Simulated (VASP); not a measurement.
Set up this calculation in VASP 6.6.1, as the native input.

```yaml
Task: single point
Functional: PBE
Potentials_or_basis: VASP PAW PBE potentials, release 64 (Cu, I)
Cutoff: 520 eV
k_mesh: 6 × 6 × 6
Occupations: gaussian, width 0.01 eV
Spin: no spin polarisation
Dipole_correction: no
Further_INCAR_settings: ALGO = Normal; EDIFF = 1e-06; NBANDS = 16
```

The structure of CuI (Marshite) lies in POSCAR:

```
CuI
1.0
    0.0000000000      3.0087458542      3.0087458542
    3.0087458542      0.0000000000      3.0087458542
    3.0087458542      3.0087458542      0.0000000000
Cu I
1 1
Direct
    0.2500000000      0.2500000000      0.2500000000
    0.0000000000      0.0000000000      0.0000000000
```

This cell differs from its parent crystal: volume changed by -3%.

One way to write it, as run:

INCAR

```
SYSTEM = CuI
ALGO = Normal ; EDIFF = 1E-6
ENCUT = 520 ; GGA = PE
ISIF = 2 ; ISMEAR = 0
LASPH = .TRUE. ; LCHARG = .FALSE.
LREAL = .FALSE. ; LWAVE = .FALSE.
NBANDS = 16 ; NELM = 100
PREC = Accurate ; SIGMA = 0.01
```

KPOINTS

```
k-points
0
G
  6 6 6
  0 0 0
```

Potentials or basis: VASP PAW PBE potentials, release 64 (Cu, I).

The run is started by

```console
$ cat potpaw_PBE.64/Cu/POTCAR potpaw_PBE.64/I/POTCAR > POTCAR
$ mpirun -np 1 vasp_std > vasp.out
```

It gave:

| Item | Value |
| --- | --- |
| Pressure | 1.3 GPa |
| Band gap on the k mesh | 1.20 eV, direct |

Caveat: spin-orbit coupling is left out, which moves the levels of the heavy elements.

Wall time 31 s on 1 thread of AMD EPYC 7R13, with other jobs on the host, peak memory 0.15 GiB.
